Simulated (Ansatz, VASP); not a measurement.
## ZrH2 in VASP and in Ansatz

```
CELL_PARAMETERS angstrom
0.00000 2.44703 2.44703
2.44703 0.00000 2.44703
2.44703 2.44703 0.00000
ATOMIC_POSITIONS crystal
Zr 0.00000 0.00000 0.00000
H 0.75000 0.75000 0.75000
H 0.25000 0.25000 0.25000
```

Alike in both runs: task single point; functional PBEsol; k mesh 16 × 16 × 16; occupations gaussian, width 0.1 eV; no spin polarisation.

|  | VASP | Ansatz |
| --- | --- | --- |
| version | VASP 6.6.1 | Ansatz 0.2.0 |
| potentials or method | VASP PAW PBE potentials, release 64 (Zr_sv, H), cutoff 520 eV | scalar-relativistic, plane waves, PAW |
| valence electrons in the cell | 14 | 14 |

```tsv
	VASP	Ansatz	Ansatz less VASP
gap on the k mesh at the Fermi level (eV)	none	none	-
pressure (GPa)	-9.9	-9.9	-0.02
```

VASP's potentials were made for PBE, not for PBEsol. A gap of «none» marks a metal or a gap that the smearing closes. With one functional, cell and mesh, what is left measures potentials, basis and numerics.
